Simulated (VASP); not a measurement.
Write the native input for VASP 6.6.1 that does the following.

| Quantity | Value |
| --- | --- |
| Task | single point |
| Functional | PBE |
| Potentials or basis | VASP PAW PBE potentials, release 64 (Mg, B) |
| Cutoff | 600 eV |
| k mesh | 4 × 4 × 6 |
| Occupations | gaussian, width 0.1 eV |
| Spin | no spin polarisation |
| Dipole correction | no |
| Further INCAR settings | ALGO = Normal; EDIFF = 1e-06; NBANDS = 21 |

The structure of MgB3 lies in POSCAR:

```
MgB3
1.0
    2.6092123935     -3.9000433594      0.0000000000
    2.6092123935      3.9000433594      0.0000000000
    0.0000000000      0.0000000000      3.5227857037
Mg B
2 6
Direct
    0.6321000000      0.3679000000      0.2500000000
    0.3679000000      0.6321000000      0.7500000000
    0.1751000000      0.8249000000      0.2500000000
    0.8249000000      0.1751000000      0.7500000000
    0.1179000000      0.3079000000      0.2500000000
    0.8821000000      0.6921000000      0.7500000000
    0.3079000000      0.1179000000      0.7500000000
    0.6921000000      0.8821000000      0.2500000000
```

One way to write it, as run:

INCAR

```
SYSTEM = MgB3
  ALGO = Normal
  EDIFF = 1E-6
  ENCUT = 600
  GGA = PE
  GGA_COMPAT = .False.
  ISIF = 2
  ISMEAR = 0
  LASPH = .True.
  LCHARG = .True.
  LELF = .True.
  LREAL = .False.
  LVHAR = .True.
  LWAVE = .False.
  NBANDS = 21
  NELM = 120
  PREC = Accurate
  SIGMA = 0.1
```

KPOINTS

```
k-points
0
Gamma
  4 4 6
  0 0 0
```

Potentials or basis: VASP PAW PBE potentials, release 64 (Mg, B).

Launch:

```sh
$ cat potpaw_PBE.64/Mg/POTCAR potpaw_PBE.64/B/POTCAR > POTCAR
$ mpirun -np 1 vasp_std > vasp.out
```

It gave:

```yaml
Pressure: -6.6 GPa
Largest_force: 2.283 eV/Å
Band_gap_on_the_k_mesh: zero (band 11 reaches 7.88 eV, above the bottom of band 12 at 3.69 eV)
```

Caveat: the k points lie up to 0.36 Å⁻¹ apart; forces of over 1 eV/Å act on the atoms, so gaps and moduli don't describe the material at rest.

Run time: 23 s on 1 thread of Intel(R) Xeon(R) Platinum 8559C (Emerald Rapids) (shared host), peak memory 0.22 GiB.
